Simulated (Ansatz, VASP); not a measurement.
# One calculation of YLuN2, two programs

Contents of INCAR:

```
SYSTEM = YLuN2
PREC = Accurate
ENCUT = 520
EDIFF = 1E-7
ISMEAR = -1
SIGMA = 0.02
LREAL = .FALSE.
LASPH = .TRUE.
NELM = 80
ALGO = Normal
ISIF = 2
LWAVE = .FALSE.
LCHARG = .FALSE.
GGA = PE
NBANDS = 31
```

Contents of KPOINTS:

```
regular mesh
0
G
  6 6 4
  0 0 0
```

The input POSCAR:

```
YLuN2
1.0
    3.4217046824      0.0000000000      0.0000000000
    0.0000000000      3.4217046824      0.0000000000
    0.0000000000      0.0000000000      4.8358439903
Y N Lu
1 2 1
Direct
    0.0000000000      0.0000000000      0.0000000000
    0.0000000000      0.0000000000      0.5000000000
    0.5000000000      0.5000000000      0.0000000000
    0.5000000000      0.5000000000      0.5000000000
```

Input for Ansatz:

```yaml
crystal:
  lattice:
    - [3.4217046824, 0.0, 0.0]
    - [0.0, 3.4217046824, 0.0]
    - [0.0, 0.0, 4.8358439903]
  atoms:
    - { symbol: "Y", position: [0.0, 0.0, 0.0] }
    - { symbol: "N", position: [0.0, 0.0, 0.5] }
    - { symbol: Lu, position: [0.5, 0.5, 0.5] }
    - { symbol: "N", position: [0.5, 0.5, 0.0] }
kpoints:
  mp_grid: { grid: [6, 6, 4] }
hamiltonian:
  xc: pbe
scf:
  occupations: { method: fermi_dirac, width: 0.02 }
  n_extra_bands: 5
output:
  forces: true
  stress: true
  eigenvalues: true
```

Alike in both runs: task single point; functional PBE; k mesh 6 × 6 × 4; occupations fermi-dirac, width 0.02 eV; no spin polarisation.

```csv
,VASP,Ansatz
version,VASP 6.6.1,Ansatz 0.2.0
potentials or method,"VASP PAW PBE potentials, release 64 (Y_sv, N, Lu)","plane waves, PAW"
plane-wave cutoff (eV),520,420
valence electrons in the cell,46,46
```

|  | VASP | Ansatz | Ansatz less VASP |
| --- | --- | --- | --- |
| pressure (GPa) | 0.3 | 0.0 | -0.29 |

With one functional, cell and mesh, what is left measures potentials, basis and numerics.

Spin-orbit coupling is off throughout.
